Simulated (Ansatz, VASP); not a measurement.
## CuO in VASP and in Ansatz

```
CELL_PARAMETERS angstrom
2.90279 0.01283 -0.03408
0.05222 2.84489 0.00261
-0.04356 0.02263 5.27315
ATOMIC_POSITIONS crystal
Cu 0.51070 0.00534 0.49840
Cu 0.05379 0.47809 0.99029
O 0.95681 0.97912 0.24962
O 0.02539 0.00127 0.76859
```

Change from the starting cell: kmesh displaced: [4, 4, 2] Gamma-centred.

Alike in both runs: task single point; functional PBEsol; k mesh 4 × 4 × 2; occupations gaussian, width 0.1 eV; no spin polarisation.

```csv
,VASP,Ansatz
version,VASP 6.6.1,Ansatz 0.2.0
potentials or method,"VASP PAW PBE potentials, release 64 (Cu_sv_GW, O), cutoff 820 eV","scalar-relativistic, plane waves, PAW"
valence electrons in the cell,50,50
```

Ansatz gave:

| Item | Value |
| --- | --- |
| gap on the k mesh at the Fermi level (eV) | none |
| pressure (GPa) | -3.4 |
| traceless stress, the component that is largest in VASP (GPa) | 6.87 |
| rms of the force components (eV/Å) | 0.976 |

Question: What did VASP give for the same quantities?

Answer: gap on the k mesh at the Fermi level (eV): none; pressure (GPa): -4.1; traceless stress, the component that is largest in VASP (GPa): 6.93; rms of the force components (eV/Å): 0.985.

VASP's potentials were made for PBE, not for PBEsol. Atom by atom the forces differ by 0.011 eV/Å (rms over components). A gap of «none» marks a metal or a gap that the smearing closes. With one functional, cell and mesh, what is left measures potentials, basis and numerics.

The k mesh is coarse, so the values compare programs but aren't converged.
